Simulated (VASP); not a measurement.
CaSe: single point with PBEsol

CaSe:

```
CELL_PARAMETERS angstrom
2.87576 2.87576 0.00000
-2.87576 2.87576 0.00000
0.00000 2.87576 2.96966
ATOMIC_POSITIONS crystal
Ca 0.00000 0.00000 0.00000
Se 0.50000 0.50000 0.00000
```

This cell differs from its parent crystal: in-plane strain -0.02.

| Property | Result |
| --- | --- |
| Program | VASP 6.6.1 |
| Task | single point |
| Functional | PBEsol |
| Potentials or basis | VASP PAW PBE potentials, release 64 (Ca_sv, Se) |
| Cutoff | 520 eV |
| k mesh | 8 × 8 × 8 |
| Occupations | gaussian, width 0.01 eV |
| Spin | no spin polarisation |

| Property | Result |
| --- | --- |
| Pressure | 1.9 GPa |
| Band gap on the k mesh | 1.77 eV, indirect (least direct gap 2.71 eV) |

Stress tensor (GPa, compression positive):
```
 3.11  0.00  0.00
 0.00  3.11  0.00
 0.00  0.00 -0.43
```

Levels at points of the mesh, in eV from the valence-band top:
| k point | band 4 | band 5 | band 6 | band 7 | band 8 | band 9 | band 10 | band 11 | band 12 | band 13 |
| --- | --- | --- | --- | --- | --- | --- | --- | --- | --- | --- |
| (0.00, 0.00, 0.00) | -20.48 | -12.03 | -0.03 | 0.00 | 0.00 | 3.39 | 3.46 | 3.69 | 3.69 | 4.28 |
| (0.50, 0.00, 0.00) | -20.49 | -11.21 | -3.55 | -1.36 | -1.34 | 4.45 | 5.57 | 5.57 | 5.65 | 7.67 |
| (0.50, 0.50, 0.00) | -20.52 | -11.37 | -2.66 | -1.08 | -1.02 | 1.77 | 5.01 | 5.26 | 6.11 | 6.25 |
| (0.00, 0.00, 0.50) | -20.52 | -11.41 | -2.78 | -0.92 | -0.92 | 1.79 | 5.06 | 5.21 | 6.20 | 6.20 |

Run time: 44 s on 1 thread of Intel Xeon 6975P-C, with other jobs on the host, peak memory 0.2 GiB.

Caveat: the cell differs from its parent crystal (in-plane strain -0.02); the PAW data sets were made with another functional, which shifts forces and pressure a little. A k mesh can miss the band edges.
